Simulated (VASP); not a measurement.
Input of a VASP 6.6.1 run:

The input POSCAR:

```
Nb
1.0
   -1.7055487500      1.7055487500      1.5807525000
    1.7055487500     -1.7055487500      1.5807525000
    1.7055487500      1.7055487500     -1.5807525000
Nb
1
Direct
    0.0000000000      0.0000000000      0.0000000000
```

Contents of INCAR.step1:

```
SYSTEM = Nb
  PREC = Accurate
  ENCUT = 520
  ISMEAR = 0
  SIGMA = 0.15
  LREAL = .FALSE.
  LASPH = .TRUE.
  NELM = 60
  NBANDS = 12
  GGA = PE
  ALGO = Normal
  EDIFF = 1E-4
  LWAVE = .TRUE.
  LCHARG = .FALSE.
```

INCAR.step2

```
SYSTEM = Nb
  PREC = Accurate
  ENCUT = 520
  EDIFF = 1E-7
  ISMEAR = 0
  SIGMA = 0.15
  LREAL = .FALSE.
  LASPH = .TRUE.
  NELM = 60
  ALGO = Normal
  ISIF = 2
  LWAVE = .FALSE.
  LCHARG = .FALSE.
  METAGGA = R2SCAN
  LMIXTAU = .TRUE.
  NBANDS = 12
  ISTART = 1
```

KPOINTS

```
regular mesh
0
G
  20 20 20
  0 0 0
```

Potentials or basis: VASP PAW PBE potentials, release 64 (Nb_sv).

Run with:

```bash
$ cat potpaw_PBE.64/Nb_sv/POTCAR > POTCAR
$ cp INCAR.step1 INCAR
$ mpirun -np 1 vasp_std > vasp.out
$ cp INCAR.step2 INCAR
$ mpirun -np 1 vasp_std > vasp.out
```

Q: Predict the pressure.

A: -3.3 GPa.

Q: Estimate the band gap on the k mesh.

A: Zero (an odd number of electrons rules out a gap without spin polarisation).

Stress tensor (GPa, compression positive):
```
-5.24  0.00  0.00
 0.00 -5.24  0.00
 0.00  0.00  0.61
```

Caveat: the cell differs from its parent crystal (strain +0.025 along x and y, -0.050 along z); the stress differs along the axes, from -5 to 1 GPa; the PAW data sets were made with another functional, which shifts forces and pressure a little.
